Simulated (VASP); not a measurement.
A run of VASP 6.6.1:

File POSCAR:

```
MgO
1.0
    0.0000000000      2.1231890896      2.1231890896
    2.1231890896      0.0000000000      2.1231890896
    2.1231890896      2.1231890896      0.0000000000
Mg O
1 1
Direct
    0.0000000000      0.0000000000      0.0000000000
    0.5000000000      0.5000000000      0.5000000000
```

File INCAR.step1:

```
SYSTEM = MgO
PREC     = Accurate       ! precision mode
ENCUT    = 520            ! plane-wave cutoff, eV
EDIFF    = 1E-5           ! SCF threshold, eV
ISMEAR   = 0              ! smearing method
SIGMA    = 0.01           ! smearing width, eV
LREAL    = .False.        ! projectors in reciprocal space
LASPH    = .True.         ! aspherical terms in the spheres
NELM     = 80             ! most SCF steps
ALGO     = Normal         ! electronic algorithm
ISIF     = 2              ! what is computed and relaxed
LWAVE    = .True.         ! write WAVECAR
LCHARG   = .False.        ! write CHGCAR
NBANDS   = 11             ! bands
GGA      = PE             ! functional
```

File INCAR.step2:

```
SYSTEM = MgO
PREC     = Accurate       ! precision mode
ENCUT    = 520            ! plane-wave cutoff, eV
EDIFF    = 1E-6           ! SCF threshold, eV
ISMEAR   = 0              ! smearing method
SIGMA    = 0.01           ! smearing width, eV
LREAL    = .False.        ! projectors in reciprocal space
LASPH    = .True.         ! aspherical terms in the spheres
NELM     = 80             ! most SCF steps
ALGO     = Normal         ! electronic algorithm
ISIF     = 2              ! what is computed and relaxed
LWAVE    = .False.        ! write WAVECAR
LCHARG   = .False.        ! write CHGCAR
GGA      = PE             ! functional
LHFCALC  = .True.         ! exact exchange
HFSCREEN = 0.2079         ! screening, 1/A
PRECFOCK = Normal       
NBANDS   = 11             ! bands
ISTART   = 1
```

File KPOINTS:

```
Automatic mesh
0
Gamma
  8 8 8
  0 0 0
```

Potentials or basis: VASP PAW PBE potentials, release 64 (Mg, O).

Launch:

```console
$ cat potpaw_PBE.64/Mg/POTCAR potpaw_PBE.64/O/POTCAR > POTCAR
$ cp INCAR.step1 INCAR
$ mpirun -np 1 vasp_std > vasp.out
$ cp INCAR.step2 INCAR
$ mpirun -np 1 vasp_std > vasp.out
```

Hardware: 1 thread of Intel(R) Xeon(R) Platinum 8375C CPU @ 2.90GHz (Ice Lake), on a shared host.

Estimate the wall time of this run.

Run time: 50 min on 1 thread of Intel(R) Xeon(R) Platinum 8375C CPU @ 2.90GHz (Ice Lake), on a shared host, peak memory 0.26 GiB. Counts: k points 29.
